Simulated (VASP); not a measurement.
# Li (Im-3m) in VASP: a series of runs

Li is run at these levels: revPBE; tasks: relaxation of cell and atoms, single point.

All numbers are computed with VASP 6.6.1; they aren't measurements. Logs are shortened: lines on timing, memory, paths and dates and some standing lists are left out, and cuts for length are marked.

## 1. The cell of the first run

Symmetry: Im-3m, No. 229, cubic system. Conventional cell: a = 3.509 Å, b = 3.509 Å, c = 3.509 Å, α = 90.00°, β = 90.00°, γ = 90.00°. Within 4.0 Å of Li (site symmetry m-3m) lie 14 Li at 3.04 to 3.51 Å.

## 2. Relaxation of cell and atoms, revPBE

INCAR

```
SYSTEM = Li
PREC     = Accurate       ! precision mode
ENCUT    = 600            ! plane-wave cutoff, eV
EDIFF    = 1E-6           ! SCF threshold, eV
ISMEAR   = -1             ! smearing method
SIGMA    = 0.1            ! smearing width, eV
LREAL    = .FALSE.        ! projectors in reciprocal space
LASPH    = .TRUE.         ! aspherical terms in the spheres
NELM     = 80             ! most SCF steps
ALGO     = Normal         ! electronic algorithm
ISIF     = 3              ! what is computed and relaxed
LWAVE    = .FALSE.        ! write WAVECAR
LCHARG   = .FALSE.        ! write CHGCAR
GGA      = RE             ! functional
IBRION   = 2              ! ionic algorithm
NSW      = 80             ! ionic steps
EDIFFG   = -0.01          ! ionic threshold
```

KPOINTS

```
Automatic mesh
0
G
  13 13 13
  0 0 0
```

POSCAR

```
Li
1.0
   -1.7546500000      1.7546500000      1.7546500000
    1.7546500000     -1.7546500000      1.7546500000
    1.7546500000      1.7546500000     -1.7546500000
Li
1
Direct
    0.0000000000      0.0000000000      0.0000000000
```

Potentials or basis: VASP PAW PBE potentials, release 64 (Li_sv).

Command:

```console
> cat potpaw_PBE.64/Li_sv/POTCAR > POTCAR
> mpirun -np 1 vasp_std > vasp.out
```

OUTCAR:

```text
SYSTEM = Li
   PREC = Accurate
   ENCUT = 600
   EDIFF = 1E-6
   ISMEAR = -1
   LREAL = .FALSE.
   LASPH = .TRUE.
   NELM = 80
   ISIF = 3
   GGA = RE
   IBRION = 2
   NSW = 80
   EDIFFG = -0.01

 ion  position               nearest neighbor table
   1  0.000  0.000  0.000-

  LATTYP: Found a body centered cubic cell.
 ALAT       =     3.5093000000

  Lattice vectors:

 A1 = (  -1.7546500000,   1.7546500000,   1.7546500000)
 A2 = (   1.7546500000,  -1.7546500000,   1.7546500000)
 A3 = (   1.7546500000,   1.7546500000,  -1.7546500000)

Analysis of symmetry for initial positions (statically):
=====================================================================
 Subroutine PRICEL returns:
 Original cell was already a primitive cell.

 Routine SETGRP: Setting up the symmetry group for a
 body centered cubic supercell.

 Subroutine GETGRP returns: Found 48 space group operations
 (whereof 48 operations were pure point group operations)
 out of a pool of 48 trial point group operations.

The static configuration has the point symmetry O_h .

Analysis of symmetry for dynamics (positions and initial velocities):
=====================================================================
 Subroutine PRICEL returns:
 Original cell was already a primitive cell.

 Routine SETGRP: Setting up the symmetry group for a
 body centered cubic supercell.

 Subroutine GETGRP returns: Found 48 space group operations
 (whereof 48 operations were pure point group operations)
 out of a pool of 48 trial point group operations.

The dynamic configuration has the point symmetry O_h .

 Subroutine INISYM returns: Found 48 space group operations
 (whereof 48 operations are pure point group operations),
 and found     1 'primitive' translations

----------------------------------------------------------------------------------------

                                     Primitive cell

  volume of cell :      21.6088

  direct lattice vectors                    reciprocal lattice vectors
    -1.754650000  1.754650000  1.754650000     0.000000000  0.284957114  0.284957114
     1.754650000 -1.754650000  1.754650000     0.284957114  0.000000000  0.284957114
     1.754650000  1.754650000 -1.754650000     0.284957114  0.284957114  0.000000000

  length of vectors
     3.039142950  3.039142950  3.039142950     0.402990215  0.402990215  0.402990215

  position of ions in fractional coordinates (direct lattice)
     0.000000000  0.000000000  0.000000000

  ion indices of the primitive-cell ions
   primitive index   ion index
                 1           1

----------------------------------------------------------------------------------------

 KPOINTS: Automatic mesh

Automatic generation of k-mesh.
 Grid dimensions read from file:
 generate k-points for:   13   13   13

 Generating k-lattice:

  Cartesian coordinates                     Fractional coordinates (reciprocal lattice)
     0.000000000  0.021919778  0.021919778     0.076923077  0.000000000  0.000000000
     0.021919778  0.000000000  0.021919778     0.000000000  0.076923077  0.000000000
     0.021919778  0.021919778  0.000000000     0.000000000  0.000000000  0.076923077

  Length of vectors
     0.030999247  0.030999247  0.030999247

  Shift w.r.t. Gamma in fractional coordinates (k-lattice)
     0.000000000  0.000000000  0.000000000

 Subroutine IBZKPT returns following result:
 ===========================================

 Found     84 irreducible k-points:

 Following reciprocal coordinates:
            Coordinates               Weight
  0.000000  0.000000  0.000000      1.000000
  0.076923  0.000000  0.000000     12.000000
  0.153846  0.000000  0.000000     12.000000
  0.230769  0.000000  0.000000     12.000000
  0.307692  0.000000  0.000000     12.000000
  0.384615  0.000000  0.000000     12.000000
[... 16 lines left out ...]
  0.153846  0.076923  0.076923     24.000000
  0.230769  0.076923  0.076923     24.000000
 [... further k-points ...]
   k-points           NKPTS =     84   k-points in BZ     NKDIM =     84   number of bands    NBANDS=      5
   number of dos      NEDOS =    301   number of ions     NIONS =      1
   total plane-waves  NPLWV =  13824
   dimension x,y,z NGX =    24 NGY =   24 NGZ =   24
   dimension x,y,z NGXF=    48 NGYF=   48 NGZF=   48
   ions per type =               1
   NGX,Y,Z   is equivalent  to a cutoff of  13.13, 13.13, 13.13 a.u.
   NGXF,Y,Z  is equivalent  to a cutoff of  26.26, 26.26, 26.26 a.u.
 SYSTEM =  Li
   PREC   = accura    normal or accurate (medium, high low for compatibility)
   ISTART =      0    job   : 0-new  1-cont  2-samecut
   ICHARG =      2    charge: 1-file 2-atom 10-const
   ISPIN  =      1    spin polarized calculation?
   LNONCOLLINEAR =      F non collinear calculations
   LSORBIT =      F    spin-orbit coupling
   LASPH  =      T    aspherical Exc in radial PAW
   ENCUT  =  600.0 eV  44.10 Ry    6.64 a.u.   6.07  6.07  6.07*2*pi/ulx,y,z
   NELM   =     80;   NELMIN=  2; NELMDL= -5     # of ELM steps
   EDIFF  = 0.1E-05   stopping-criterion for ELM
   LREAL  =      F    real-space projection
   EDIFFG = -.1E-01   stopping-criterion for IOM
   NSW    =     80    number of steps for IOM
   IBRION =      2    ionic relax: 0-MD 1-quasi-New 2-CG
   NFREE  =      1    steps in history (QN), initial steepest desc. (CG)
   ISIF   =      3    stress and relaxation
   ISYM   =      2    0-nonsym 1-usesym 2-fastsym
   POTIM  = 0.5000    time-step for ionic-motion
   TEBEG  =    0.0;   TEEND  =   0.0 temperature during run
   PSTRESS=    0.0 pullay stress
   NELECT =       3.0000    total number of electrons
   NUPDOWN=      -1.0000    fix difference up-down
   EMIN   =  10.00;   EMAX   =-10.00  energy-range for DOS
   EFERMI =   0.00;   METHOD = LEGACY
   ISMEAR =    -1;   SIGMA  =   0.10  broadening in eV -4-tet -1-fermi 0-gaus
   EFERMI_NEDOS =   21; number of points for ismear=-14 and -15
   IALGO  =     38    algorithm
   IMIX   =      4    mixing-type and parameters
     AMIX     =   0.40;   BMIX     =  1.00
     AMIX_MAG =   1.60;   BMIX_MAG =  1.00
  volume/ion in A,a.u.               =      21.61       145.82
  Fermi-wavevector in a.u.,A,eV,Ry     =   0.847692  1.601906  9.776898  0.718582
  Thomas-Fermi vector in A             =   1.963238
   LORBIT       =      0    0 simple, 1 ext, 2 COOP (PROOUT), +10 PAW based schemes
   GGA     = RE    functional components
   LHFCALC =     F    Hartree Fock is set to
   AEXX    =    0.0000 exact exchange contribution
   IVDW    =     0    specifies the selected vdW correction
   LEPSILON=     F    determine dielectric tensor
   LRPA    =     F    only Hartree local field effects (RPA)
 conjugate gradient relaxation of ions
 non-spin polarized calculation
  energy-cutoff  :      600.00
  volume of cell :       21.61
 maximum number of plane-waves:       733
   NGX = 13   NGY = 13   NGZ = 13

--------------------------------------- Ionic step        1  -------------------------------------------

 number of electron       2.9999991 magnetization

 Free energy of the ion-electron system (eV)
  ---------------------------------------------------
  ext. energy  EPLUGINS =         0.00000000
  ---------------------------------------------------
  free energy    TOTEN  =        -1.81688253 eV

  energy without entropy =       -1.80129161  energy(sigma->0) =       -1.80908707

------------------------ aborting loop because EDIFF is reached ----------------------------------------

  FORCE on cell =-STRESS in cart. coord.  units (eV):
  Direction    XX          YY          ZZ          XY          YZ          ZX
  --------------------------------------------------------------------------------------
  -------------------------------------------------------------------------------------
  Total       -0.0538514     -0.0538514     -0.0538514     -0.0000000     -0.0000000      0.0000000
  in kB       -3.9927875     -3.9927875     -3.9927875     -0.0000000     -0.0000000      0.0000000
  external PRESSURE =      -3.9927875 kB  Pullay stress =       0.0000000 kB
[... 55 lines left out ...]
  energy  without entropy=       -1.8017117425  energy(sigma->0) =       -1.80948236

--------------------------------------- Ionic step        3  -------------------------------------------

 number of electron       2.9999991 magnetization

 Free energy of the ion-electron system (eV)
  ---------------------------------------------------
  ext. energy  EPLUGINS =         0.00000000
  ---------------------------------------------------
  free energy    TOTEN  =        -1.81779330 eV

  energy without entropy =       -1.80240093  energy(sigma->0) =       -1.81009712

 E-fermi :   0.6426     XC(G=0):  -6.8860

 val. band max:        0.6326731594   @ k =  -0.3846   0.4615   0.0769
 cond. band min:       0.6901536230   @ k =   0.4615   0.0000   0.0000
 fundamental gap:      0.0574804636
 Fermi energy:         0.6425770468

 k-point     1 :       0.0000    0.0000    0.0000
  band No.  band energies     occupation
      1     -46.1283      2.00000
      2      -2.9308      2.00000
      3      15.0977      0.00000
      4      15.0977      0.00000
      5      15.0978      0.00000

 k-point     2 :       0.0769    0.0000    0.0000
  band No.  band energies     occupation
      1     -46.1276      2.00000
      2      -2.8200      2.00000
      3      14.3042      0.00000
      4      14.5437      0.00000
      5      14.8944      0.00000
[... 169 lines left out ...]
 k-point    24 :       0.2308    0.0769    0.0769
  band No.  band energies     occupation
      1     -46.1167      2.00000
      2      -0.9312      2.00000
      3       7.5281      0.00000
      4      10.4457      0.00000
      5      10.9743      0.00000

 [... further k-points ...]

------------------------ aborting loop because EDIFF is reached ----------------------------------------

  FORCE on cell =-STRESS in cart. coord.  units (eV):
  Direction    XX          YY          ZZ          XY          YZ          ZX
  --------------------------------------------------------------------------------------
  -------------------------------------------------------------------------------------
  Total       -0.0041548     -0.0041548     -0.0041548      0.0000000     -0.0000000     -0.0000000
  in kB       -0.3178663     -0.3178663     -0.3178663      0.0000000     -0.0000000     -0.0000000
  external PRESSURE =      -0.3178663 kB  Pullay stress =       0.0000000 kB
[... 16 lines left out ...]
  FREE ENERGIE OF THE ION-ELECTRON SYSTEM (eV)
  ---------------------------------------------------
  free  energy   TOTEN  =        -1.8177933015 eV

  energy  without entropy=       -1.8024009348  energy(sigma->0) =       -1.81009712

 reached required accuracy - stopping structural energy minimisation
```

Run time: 5 s. Hardware: 1 thread of Intel Xeon 6975P-C (Granite Rapids), shared host; peak memory 0.13 GiB.

Results:

| Quantity | Value |
| --- | --- |
| Free energy | -1.8178 eV |
| Relaxed volume | 20.94 Å³/atom |
| Relaxed cell | a = 3.008 Å, b = 3.008 Å, c = 3.008 Å, α = 109.47°, β = 109.47°, γ = 109.47° |
| Space group after relaxing (to 0.1 Å) | Im-3m (No. 229) |
| Energy gained by relaxing | 0.9 meV/atom |
| Ionic steps | 3 |
| Pressure after relaxing | 0.0 GPa |
| Band gap on the k mesh | zero (an odd number of electrons rules out a gap without spin polarisation) |

Step by step:
```
step  energy change (eV)  largest force (eV/Å)  pressure (GPa)  volume (Å³)
   1              0.0000                0.0000           -0.40        21.61
   2             -0.0004                0.0000           -0.31        21.44
   3             -0.0009                0.0000           -0.03        20.94
```

Final structure:
```xyz
1
Lattice="-1.7364 1.7364 1.7364 1.7364 -1.7364 1.7364 1.7364 1.7364 -1.7364" Properties=species:S:1:pos:R:3 pbc="T T T"
Li    0.0000    0.0000    0.0000
```

Levels at points of the mesh, in eV from the Fermi level:
```
           k point  band 1  band 2  band 3  band 4  band 5
(0.00, 0.00, 0.00)  -46.77   -3.57   14.46   14.46   14.46
```

Caveat: the cutoff is under 1.25 times the usual one of these potentials, so pressure, stress and relaxed cells hold a basis-set (Pulay) error; the PAW data sets were made with another functional, which shifts forces and pressure a little.

## 3. Single point, revPBE (20.29 Å³/atom)

This run uses another cell than the first one, of 20.29 Å³/atom.

INCAR

```
PREC = Accurate
ENCUT = 520
EDIFF = 1E-7
ISMEAR = -1
SIGMA = 0.1
LREAL = False
LASPH = True
NELM = 100
ALGO = Normal
ISIF = 2
LWAVE = False
LCHARG = True
GGA = RE
LELF = True
LVHAR = True
NBANDS = 8
```

KPOINTS

```
regular mesh
0
Gamma
  21 21 21
```

POSCAR

```
Li
1.0
   -1.7182317365      1.7182317365      1.7182317365
    1.7182317365     -1.7182317365      1.7182317365
    1.7182317365      1.7182317365     -1.7182317365
Li
1
Direct
    0.0000000000      0.0000000000      0.0000000000
```

Potentials or basis: VASP PAW PBE potentials, release 64 (Li_sv).

Command:

```console
> cat potpaw_PBE.64/Li_sv/POTCAR > POTCAR
> mpirun -np 1 vasp_std > vasp.out
```

Run time: 11 s. Hardware: 1 thread of Intel Xeon 6975P-C (Granite Rapids), shared host; peak memory 0.15 GiB.

It converged, with:

```yaml
Free_energy: -1.8147 eV
Band_gap_on_the_k_mesh: zero (an odd number of electrons rules out a gap without spin polarisation)
```

Levels at points of the mesh, in eV from the Fermi level:
```tsv
k point	band 1	band 2	band 3	band 4	band 5	band 6
(0.00, 0.00, 0.00)	-46.70	-3.59	14.81	14.81	14.81	19.35
```

Caveat: the cutoff is under 1.25 times the usual one of these potentials, so pressure, stress and relaxed cells hold a basis-set (Pulay) error; the PAW data sets were made with another functional, which shifts forces and pressure a little.

## 4. Single point, revPBE

This run uses another cell than the first one, of 21.14 Å³/atom.

INCAR

```
ALGO     = Normal         # electronic algorithm
EDIFF    = 1E-7           # SCF threshold, eV
ENCUT    = 520            # plane-wave cutoff, eV
GGA      = RE             # functional
ISIF     = 2              # what is computed and relaxed
ISMEAR   = -1             # smearing method
LASPH    = T              # aspherical terms in the spheres
LCHARG   = T              # write CHGCAR
LELF     = T              # ELF
LREAL    = F              # projectors in reciprocal space
LVHAR    = T            
LWAVE    = F              # write WAVECAR
NBANDS   = 8              # bands
NELM     = 80             # most SCF steps
PREC     = Accurate       # precision mode
SIGMA    = 0.1            # smearing width, eV
```

KPOINTS

```
k-points
0
Gamma
  21 21 21
```

POSCAR

```
Li
1.0
   -1.7417720827      1.7417720827      1.7417720827
    1.7417720827     -1.7417720827      1.7417720827
    1.7417720827      1.7417720827     -1.7417720827
Li
1
Direct
    0.0000000000      0.0000000000      0.0000000000
```

Command:

```console
> cat potpaw_PBE.64/Li_sv/POTCAR > POTCAR
> mpirun -np 1 vasp_std > vasp.out
```

Run time: 11 s. Hardware: 1 thread of Intel Xeon 6975P-C (Granite Rapids), shared host; peak memory 0.15 GiB.

The run converged. Its results:

```
Free energy            : -1.8165 eV
Band gap on the k mesh : zero (an odd number of electrons rules out a gap without spin polarisation)
```

Levels at points of the mesh, in eV from the Fermi level:
| k point | band 1 | band 2 | band 3 | band 4 | band 5 | band 6 |
| --- | --- | --- | --- | --- | --- | --- |
| (0.00, 0.00, 0.00) | -46.77 | -3.53 | 14.39 | 14.39 | 14.39 | 18.85 |

Caveat: the cutoff is under 1.25 times the usual one of these potentials, so pressure, stress and relaxed cells hold a basis-set (Pulay) error; the PAW data sets were made with another functional, which shifts forces and pressure a little.

## 5. Overview

| task | cell | k mesh | cutoff (eV) | gap on the mesh (eV) |
| --- | --- | --- | --- | --- |
| relaxation of cell and atoms | relaxed from a = 3.039 Å, angles 109.5°, 1 atom | 13 × 13 × 13 | 600 | none |
| single point | a = 2.976 Å, angles 109.5°, 1 atom | 21 × 21 × 21 | 520 | none |
| single point | a = 3.017 Å, angles 109.5°, 1 atom | 21 × 21 × 21 | 520 | none |

Alike in all rows: level revPBE; potentials or basis VASP PAW PBE potentials, release 64 (Li_sv); no spin polarisation; smearing fermi-dirac 0.1 eV.

Caveats: the cutoff is under 1.25 times the usual one of these potentials, so pressure, stress and relaxed cells hold a basis-set (Pulay) error; the PAW data sets were made with another functional, which shifts forces and pressure a little.

Absolute energies hang on the potentials; compare differences alone.
